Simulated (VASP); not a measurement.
A run of VASP 6.6.1 is set up as follows.

The input POSCAR:

```
ZrC
1.0
    0.0000000000      2.3525582226      2.3525582226
    2.3525582226      0.0000000000      2.3525582226
    2.3525582226      2.3525582226      0.0000000000
Zr C
1 1
Direct
    0.5000000000      0.5000000000      0.5000000000
    0.0000000000      0.0000000000      0.0000000000
```

Contents of INCAR.step1:

```
PREC     = Accurate       # precision mode
ENCUT    = 660            # plane-wave cutoff, eV
ISMEAR   = 0              # smearing method
SIGMA    = 0.05           # smearing width, eV
LREAL    = F              # projectors in reciprocal space
LASPH    = T              # aspherical terms in the spheres
NELM     = 120            # most SCF steps
NBANDS   = 15             # bands
GGA      = PE             # functional
ALGO     = Normal         # electronic algorithm
EDIFF    = 1E-5           # SCF threshold, eV
LWAVE    = T              # write WAVECAR
LCHARG   = F              # write CHGCAR
GGA_COMPAT= F
```

File INCAR.step2:

```
PREC     = Accurate       # precision mode
ENCUT    = 660            # plane-wave cutoff, eV
EDIFF    = 1E-6           # SCF threshold, eV
ISMEAR   = 0              # smearing method
SIGMA    = 0.05           # smearing width, eV
LREAL    = F              # projectors in reciprocal space
LASPH    = T              # aspherical terms in the spheres
NELM     = 120            # most SCF steps
ALGO     = Normal         # electronic algorithm
ISIF     = 2              # what is computed and relaxed
LWAVE    = F              # write WAVECAR
LCHARG   = F              # write CHGCAR
METAGGA  = R2SCAN         # meta-GGA
LMIXTAU  = T            
NBANDS   = 15             # bands
ISTART   = 1            
GGA_COMPAT= F
```

The input KPOINTS:

```
regular mesh
0
Gamma
  12 12 12
```

Potentials or basis: VASP PAW PBE potentials, release 64 (Zr_sv, C).

The run is started by

```bash
$ cat potpaw_PBE.64/Zr_sv/POTCAR potpaw_PBE.64/C/POTCAR > POTCAR
$ cp INCAR.step1 INCAR
$ mpirun -np 1 vasp_std > vasp.out
$ cp INCAR.step2 INCAR
$ mpirun -np 1 vasp_std > vasp.out
```

Problem. Estimate the band gap on the k mesh.

Solution. Zero (bands 8 and 9 overlap by 1.33 eV).

Problem. What does it give for the pressure?

Solution. 1.1 GPa.

Caveat: the PAW data sets were made with another functional, which shifts forces and pressure a little.
